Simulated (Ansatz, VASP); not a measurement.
## BaTe: VASP beside Ansatz

Contents of INCAR:

```
SYSTEM = BaTe
ALGO = Normal ; EDIFF = 1E-7
ENCUT = 520 ; GGA = PE
ISIF = 2 ; ISMEAR = 0
LASPH = .TRUE. ; LCHARG = .TRUE.
LELF = .TRUE. ; LREAL = .FALSE.
LVHAR = .TRUE. ; LWAVE = .FALSE.
NBANDS = 15 ; NELM = 80
PREC = Accurate ; SIGMA = 0.05
```

The input KPOINTS:

```
k-points
0
G
  6 6 6
  0 0 0
```

File POSCAR:

```
BaTe
1.0
    4.2624660000      0.0000000000      0.0000000000
    0.0000000000      4.2624660000      0.0000000000
    0.0000000000      0.0000000000      4.2624660000
Ba Te
1 1
Direct
    0.0000000000     -0.0586514942      0.0000000000
    0.5000000000      0.5000000000      0.5000000000
```

Input for Ansatz:

```yaml
crystal:
  lattice:
    - [4.262466, 0.0, 0.0]
    - [0.0, 4.262466, 0.0]
    - [0.0, 0.0, 4.262466]
  atoms:
    - { symbol: Ba, position: [0.0, -0.0586514942, 0.0] }
    - { symbol: Te, position: [0.5, 0.5, 0.5] }
basis:
  ecutwfc: 420
kpoints:
  mp_grid: { grid: [6, 6, 6] }
hamiltonian:
  xc: pbe
scf:
  occupations: { method: gaussian, width: 0.05 }
output:
  forces: true
  stress: true
  eigenvalues: true
```

Change from the starting cell: all Ba atoms moved -0.250 Å, as atom 1 along Cartesian [0 1 0].

Alike in both runs: task single point; functional PBE; k mesh 6 × 6 × 6; occupations gaussian, width 0.05 eV; no spin polarisation.

|  | VASP | Ansatz |
| --- | --- | --- |
| version | VASP 6.6.1 | Ansatz 0.2.0 |
| potentials or method | VASP PAW PBE potentials, release 64 (Ba_sv, Te), cutoff 520 eV | scalar-relativistic, plane waves, PAW |
| valence electrons in the cell | 16 | 26 |

|  | VASP | Ansatz | Ansatz less VASP |
| --- | --- | --- | --- |
| gap on the k mesh at the Fermi level (eV) | 0.84 | 0.92 | +0.085 |
| least direct gap on the mesh (eV) | 1.07 | 1.15 | +0.084 |
| pressure (GPa) | 0.5 | 0.0 | -0.46 |
| traceless stress, the component that is largest in VASP (GPa) | -0.08 | -0.06 | +0.019 |
| rms of the force components (eV/Å) | 0.148 | 0.137 | -0.0111 |

Atom by atom the forces differ by 0.011 eV/Å (rms over components). With one functional, cell and mesh, what is left measures potentials, basis and numerics. VASP's potentials hold 16 valence electrons a cell and Ansatz's 26, so a difference there can come from the potentials and not from the codes.

Neither program's run includes spin-orbit coupling.
